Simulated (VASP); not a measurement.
# Bi2Te3 in VASP: a series of runs, part 4 of 4

VASP 6.6.1. Earlier steps stand in the parts before.

### Step 6. Electric field gradients, PBEsol (equal xx and yy strain of +3 %)

File INCAR:

```
PREC     = Accurate       # precision mode
ENCUT    = 520            # plane-wave cutoff, eV
EDIFF    = 1E-8           # SCF threshold, eV
ISMEAR   = -1             # smearing method
SIGMA    = 0.08           # smearing width, eV
LREAL    = F              # projectors in reciprocal space
LASPH    = T              # aspherical terms in the spheres
NELM     = 80             # most SCF steps
ALGO     = Normal         # electronic algorithm
ISIF     = 2              # what is computed and relaxed
LWAVE    = F              # write WAVECAR
LCHARG   = F              # write CHGCAR
GGA      = PS             # functional
LEFG     = T            
NBANDS   = 32             # bands
```

File KPOINTS:

```
regular mesh
0
Gamma
  7 7 7
```

File POSCAR:

```
Bi2Te3
1.0
    2.2587905752      1.3041133466     10.1656700000
   -2.2587905752      1.3041133466     10.1656700000
    0.0000000000     -2.6082266932     10.1656700000
Bi Te
2 3
Direct
    0.4000000000      0.4000000000      0.4000000000
    0.6000000000      0.6000000000      0.6000000000
    0.0000000000      0.0000000000      0.0000000000
    0.2095000000      0.2095000000      0.2095000000
    0.7905000000      0.7905000000      0.7905000000
```

Potentials or basis: VASP PAW PBE potentials, release 64 (Bi_d, Te).

Run with:

```console
> cat potpaw_PBE.64/Bi_d/POTCAR potpaw_PBE.64/Te/POTCAR > POTCAR
> mpirun -np 1 vasp_std > vasp.out
```

OUTCAR:

```text
PREC = Accurate
   ENCUT = 520
   EDIFF = 1E-8
   ISMEAR = -1
   LREAL = F
   LASPH = T
   NELM = 80
   ISIF = 2
   GGA = PS

 ion  position               nearest neighbor table
   1  0.400  0.400  0.400-   5 3.14   5 3.14   5 3.14   3 3.31   3 3.31   3 3.31
   2  0.600  0.600  0.600-   4 3.14   4 3.14   4 3.14   3 3.31   3 3.31   3 3.31
   3  0.000  0.000  0.000-   2 3.31   1 3.31   2 3.31   2 3.31   1 3.31   1 3.31
   4  0.209  0.209  0.209-   2 3.14   2 3.14   2 3.14
   5  0.791  0.791  0.791-   1 3.14   1 3.14   1 3.14

  LATTYP: Found a trigonal (rhomboedric) cell.
 ALAT       =    10.4949365426
 COS(alpha) =     0.9073549339

  Lattice vectors:

 A1 = (   2.2587905752,   1.3041133466,  10.1656700000)
 A2 = (  -2.2587905752,   1.3041133466,  10.1656700000)
 A3 = (   0.0000000000,  -2.6082266932,  10.1656700000)

Analysis of symmetry for initial positions (statically):
=====================================================================
 Subroutine PRICEL returns:
 Original cell was already a primitive cell.

 Routine SETGRP: Setting up the symmetry group for a
 trigonal (rhombohedral) supercell.

 Subroutine GETGRP returns: Found 12 space group operations
 (whereof 12 operations were pure point group operations)
 out of a pool of 12 trial point group operations.

The static configuration has the point symmetry D_3d.

Analysis of symmetry for dynamics (positions and initial velocities):
=====================================================================
 Subroutine PRICEL returns:
 Original cell was already a primitive cell.

 Routine SETGRP: Setting up the symmetry group for a
 trigonal (rhombohedral) supercell.

 Subroutine GETGRP returns: Found 12 space group operations
 (whereof 12 operations were pure point group operations)
 out of a pool of 12 trial point group operations.

The dynamic configuration has the point symmetry D_3d.

 Subroutine INISYM returns: Found 12 space group operations
 (whereof 12 operations are pure point group operations),
 and found     1 'primitive' translations

----------------------------------------------------------------------------------------

                                     Primitive cell

  volume of cell :     179.6712

  direct lattice vectors                    reciprocal lattice vectors
     2.258790575  1.304113347 10.165670000     0.221357396  0.127800752  0.032790100
    -2.258790575  1.304113347 10.165670000    -0.221357396  0.127800752  0.032790100
     0.000000000 -2.608226693 10.165670000     0.000000000 -0.255601504  0.032790100

  length of vectors
    10.494936543 10.494936543 10.494936543     0.257696177  0.257696177  0.257696177

  position of ions in fractional coordinates (direct lattice)
     0.400000000  0.400000000  0.400000000
     0.600000000  0.600000000  0.600000000
     0.000000000  0.000000000  0.000000000
     0.209500000  0.209500000  0.209500000
     0.790500000  0.790500000  0.790500000

  ion indices of the primitive-cell ions
   primitive index   ion index
                 1           1
                 2           2
                 3           3
[... 88 lines left out ...]
   EFERMI =   0.00;   METHOD = LEGACY
   ISMEAR =    -1;   SIGMA  =   0.08  broadening in eV -4-tet -1-fermi 0-gaus
   EFERMI_NEDOS =   21; number of points for ismear=-14 and -15
   IALGO  =     38    algorithm
   IMIX   =      4    mixing-type and parameters
     AMIX     =   0.40;   BMIX     =  1.00
     AMIX_MAG =   1.60;   BMIX_MAG =  1.00
  volume/ion in A,a.u.               =      35.93       242.50
  Fermi-wavevector in a.u.,A,eV,Ry     =   1.054377  1.992483 15.125730  1.111710
  Thomas-Fermi vector in A             =   2.189534
   LORBIT       =      0    0 simple, 1 ext, 2 COOP (PROOUT), +10 PAW based schemes
   GGA     = PS    functional components
   LHFCALC =     F    Hartree Fock is set to
   AEXX    =    0.0000 exact exchange contribution
   IVDW    =     0    specifies the selected vdW correction
   LEPSILON=     F    determine dielectric tensor
   LRPA    =     F    only Hartree local field effects (RPA)
 non-spin polarized calculation
  energy-cutoff  :      520.00
  volume of cell :      179.67
 maximum number of plane-waves:      4901
 NGX is ok and might be reduce to    80
   NGX = 39   NGY = 39   NGZ = 39

 number of electron      48.0000003 magnetization

 Free energy of the ion-electron system (eV)
  ---------------------------------------------------
  ext. energy  EPLUGINS =         0.00000000
  ---------------------------------------------------
  free energy    TOTEN  =       -20.16845436 eV

  energy without entropy =      -20.16593791  energy(sigma->0) =      -20.16719613

 E-fermi :   5.3830     XC(G=0):  -9.2319

 val. band max:        5.2432238862   @ k =   0.0000   0.0000   0.0000
 cond. band min:       5.4231367354   @ k =   0.0000   0.0000   0.0000
 fundamental gap:      0.1799128492
 Fermi energy:         5.3829882959

 k-point     1 :       0.0000    0.0000    0.0000
  band No.  band energies     occupation
      1     -17.7121      2.00000
      2     -17.7121      2.00000
      3     -17.7110      2.00000
      4     -17.7110      2.00000
      5     -17.7085      2.00000
      6     -17.7075      2.00000
[... 829 lines left out ...]
     31       9.8101      0.00000
     32       9.8308      0.00000

 [... further k-points ...]
[... 5 lines left out ...]
  --------------------------------------------------------------------------------------
  -------------------------------------------------------------------------------------
  Total       -3.7165802     -3.7165802     -3.2006797      0.0000000      0.0000000     -0.0000000
  in kB      -33.1417566    -33.1417566    -28.5413315      0.0000000      0.0000000     -0.0000000
  external PRESSURE =     -31.6082816 kB  Pullay stress =       0.0000000 kB

 VOLUME and BASIS-vectors are now :
 -----------------------------------------------------------------------------
  energy-cutoff  :      520.00
  volume of cell :      179.67
      direct lattice vectors                 reciprocal lattice vectors
     2.258790575  1.304113347 10.165670000     0.221357396  0.127800752  0.032790100
    -2.258790575  1.304113347 10.165670000    -0.221357396  0.127800752  0.032790100
     0.000000000 -2.608226693 10.165670000     0.000000000 -0.255601504  0.032790100

 POSITION                                       TOTAL-FORCE (eV/Angst)
 -----------------------------------------------------------------------------------
      0.00000      0.00000     12.19880         0.000000     -0.000000      0.165092
      0.00000      0.00000     18.29821         0.000000      0.000000     -0.165092
      0.00000      0.00000      0.00000         0.000000      0.000000      0.000000
      0.00000      0.00000      6.38912         0.000000     -0.000000      0.358992
      0.00000      0.00000     24.10789         0.000000      0.000000     -0.358992
 -----------------------------------------------------------------------------------
    total drift:                               -0.000000     -0.000000     -0.000000

  FREE ENERGIE OF THE ION-ELECTRON SYSTEM (eV)
  ---------------------------------------------------
  free  energy   TOTEN  =       -20.1684543603 eV

  energy  without entropy=      -20.1659379058  energy(sigma->0) =      -20.16719613

 Electric field gradients (V/A^2)
---------------------------------------------------------------------
 ion       V_xx      V_yy      V_zz      V_xy      V_xz      V_yz
---------------------------------------------------------------------
   1      -5.041    -5.041    10.083     0.000     0.000     0.000
   2      -5.041    -5.041    10.083     0.000     0.000     0.000
   3     -33.049   -33.049    66.098    -0.000    -0.000     0.000
   4       2.375     2.375    -4.750    -0.000    -0.000     0.000
   5       2.375     2.375    -4.750    -0.000    -0.000     0.000
---------------------------------------------------------------------

 Electric field gradients after diagonalization (V/A^2)
 (convention: |V_zz| > |V_xx| > |V_yy|)
----------------------------------------------------------------------
 ion       V_xx      V_yy      V_zz     asymmetry (V_yy - V_xx)/ V_zz
----------------------------------------------------------------------
   1      -5.041    -5.041    10.083       0.000
   2      -5.041    -5.041    10.083       0.000
   3     -33.049   -33.049    66.098       0.000
   4       2.375     2.375    -4.750       0.000
   5       2.375     2.375    -4.750       0.000
----------------------------------------------------------------------

           NMR quadrupolar parameters

 Cq : quadrupolar parameter    Cq=e*Q*V_zz/h
 eta: asymmetry parameters     (V_yy - V_xx)/ V_zz
 Q  : nuclear electric quadrupole moment in mb (millibarn)
----------------------------------------------------------------------
 ion       Cq(MHz)       eta       Q (mb)
----------------------------------------------------------------------
   1       0.024       0.000       1.000
   2       0.024       0.000       1.000
   3       0.160       0.000       1.000
   4      -0.011       0.000       1.000
   5      -0.011       0.000       1.000
----------------------------------------------------------------------
```

It took 30 min on 1 thread of Oxide Virtual Turin-like, shared host; peak memory 0.98 GiB.

Results:

```
Free energy                             : -20.1685 eV
Pressure                                : -3.2 GPa
Largest force                           : 0.359 eV/Å
Band gap on the k mesh                  : 0.18 eV
Largest electric field gradient by atom : Bi +10.1; Te +66.1, -4.8 (each value once) V/Å²
```

Forces on the atoms (eV/Å):
```
Bi   0.000  0.000  0.165
Bi   0.000  0.000 -0.165
Te   0.000  0.000  0.000
Te   0.000  0.000  0.359
Te   0.000  0.000 -0.359
```

Electric field gradients, principal values (V/Å²):
| atom | least | middle | greatest (by size) |
| --- | --- | --- | --- |
| 1 Bi | -5.041 | -5.041 | 10.083 |
| 2 Bi | -5.041 | -5.041 | 10.083 |
| 3 Te | -33.049 | -33.049 | 66.098 |
| 4 Te | 2.375 | 2.375 | -4.750 |
| 5 Te | 2.375 | 2.375 | -4.750 |

Caveat: the cell differs from its parent crystal (equal xx and yy strain of +3 %); the cell stands under tension; without QUAD_EFG the Cq values of the log hold for a quadrupole moment of 1 mb, not for the nuclei; the PAW data sets were made with another functional, which shifts forces and pressure a little; spin-orbit coupling is left out, which moves the levels of the heavy elements. A k mesh can miss the band edges.

### Step 7. The runs side by side

| cell | gap on the mesh (eV) | pressure (GPa) | largest force (eV/Å) |
| --- | --- | --- | --- |
| a = 10.476 Å, angles 24.2°, 5 atoms | 0.23 | -0.6 | 0.10 |
| a = 10.614 Å, angles 24.2°, 5 atoms | 0.25 | -2.4 | 0.33 |
| a = 10.513, b = 10.465, c = 10.452 Å, angles 24.1, 24.3, 24.1°, 5 atoms | 0.22 | -0.6 | 0.12 |
| a = 10.495 Å, angles 24.9°, 5 atoms | 0.18 | -3.2 | 0.36 |

Alike in all rows: task electric field gradients; level PBEsol; potentials or basis VASP PAW PBE potentials, release 64 (Bi_d, Te); no spin polarisation; k mesh 7 × 7 × 7; cutoff (eV) 520; smearing fermi-dirac 0.08 eV.

Caveats: the PAW data sets were made with another functional, which shifts forces and pressure a little; spin-orbit coupling is left out, which moves the levels of the heavy elements; the cell stands under tension (at least some runs).

Absolute energies hang on the potentials; compare differences alone.

### Step 8. How close it comes

Step 2. Measured gap of Bi2Te3: 0.17 eV (quoted in “Vacancy and Antisite-Induced Ferromagnetism in Liquid-Phase Exfoliated Bi2Te3”, 2024, arxiv:2412.10539). This calculation gives 0.23 eV (+0.06 eV). Spin-orbit coupling on Bi, Te is left out. The value is that of PBEsol on a finite k mesh, which can miss the band edges, without temperature or zero-point motion.

Step 3. A measured gap of Bi2Te3 is 0.17 eV (quoted in “Vacancy and Antisite-Induced Ferromagnetism in Liquid-Phase Exfoliated Bi2Te3”, 2024, arxiv:2412.10539); the calculated 0.23 eV misses it by +0.06 eV. Spin-orbit coupling on Bi, Te is left out. The value is that of PBEsol on a finite k mesh, which can miss the band edges, without temperature or zero-point motion.
